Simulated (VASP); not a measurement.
Set up this calculation in VASP 6.6.1, as the native input.

```
Task                   : single point
Functional             : r2SCAN
Potentials or basis    : VASP PAW PBE potentials, release 64 (Ge_d)
Cutoff                 : 520 eV
k mesh                 : 12 × 12 × 12
Occupations            : fermi-dirac, width 0.08 eV
Spin                   : no spin polarisation
Dipole correction      : no
Further INCAR settings : ALGO = Normal; EDIFF = 1e-06; NBANDS = 21
```

Crystal: Ge.

```
Ge
1.0
     0.00000    2.77971    2.77971
     2.77971    0.00000    2.77971
     2.77971    2.77971    0.00000
Ge
2
Direct
  0.87500 0.87500 0.87500
  0.12500 0.12500 0.12500
```

The input as run:

POSCAR

```
Ge
1.0
    0.0000000000      2.7797109508      2.7797109508
    2.7797109508      0.0000000000      2.7797109508
    2.7797109508      2.7797109508      0.0000000000
Ge
2
Direct
   -0.1250000000     -0.1250000000     -0.1250000000
    0.1250000000      0.1250000000      0.1250000000
```

INCAR.step1

```
PREC     = Accurate       # precision mode
ENCUT    = 520            # plane-wave cutoff, eV
ISMEAR   = -1             # smearing method
SIGMA    = 0.08           # smearing width, eV
LREAL    = F              # projectors in reciprocal space
LASPH    = T              # aspherical terms in the spheres
NELM     = 60             # most SCF steps
NBANDS   = 21             # bands
GGA      = PE             # functional
ALGO     = Normal         # electronic algorithm
EDIFF    = 1E-4           # SCF threshold, eV
LWAVE    = T              # write WAVECAR
LCHARG   = F              # write CHGCAR
```

INCAR.step2

```
PREC     = Accurate       # precision mode
ENCUT    = 520            # plane-wave cutoff, eV
EDIFF    = 1E-6           # SCF threshold, eV
ISMEAR   = -1             # smearing method
SIGMA    = 0.08           # smearing width, eV
LREAL    = F              # projectors in reciprocal space
LASPH    = T              # aspherical terms in the spheres
NELM     = 60             # most SCF steps
ALGO     = Normal         # electronic algorithm
ISIF     = 2              # what is computed and relaxed
LWAVE    = F              # write WAVECAR
LCHARG   = F              # write CHGCAR
METAGGA  = R2SCAN         # meta-GGA
LMIXTAU  = T            
NBANDS   = 21             # bands
ISTART   = 1
```

KPOINTS

```
Automatic mesh
0
Gamma
  12 12 12
```

Potentials or basis: VASP PAW PBE potentials, release 64 (Ge_d).

Launch:

```bash
$ cat potpaw_PBE.64/Ge_d/POTCAR > POTCAR
$ cp INCAR.step1 INCAR
$ mpirun -np 1 vasp_std > vasp.out
$ cp INCAR.step2 INCAR
$ mpirun -np 1 vasp_std > vasp.out
```

Results of the run:

```json
{"Pressure": "5.2 GPa", "Band gap on the k mesh": "0.62 eV (least direct gap 0.92 eV)"}
```

Caveat: the cell stands under pressure; the PAW data sets were made with another functional, which shifts forces and pressure a little.

It took 2.6 min on 1 thread of Intel(R) Xeon(R) Platinum 8488C (Sapphire Rapids), on a shared host, peak memory 0.2 GiB.
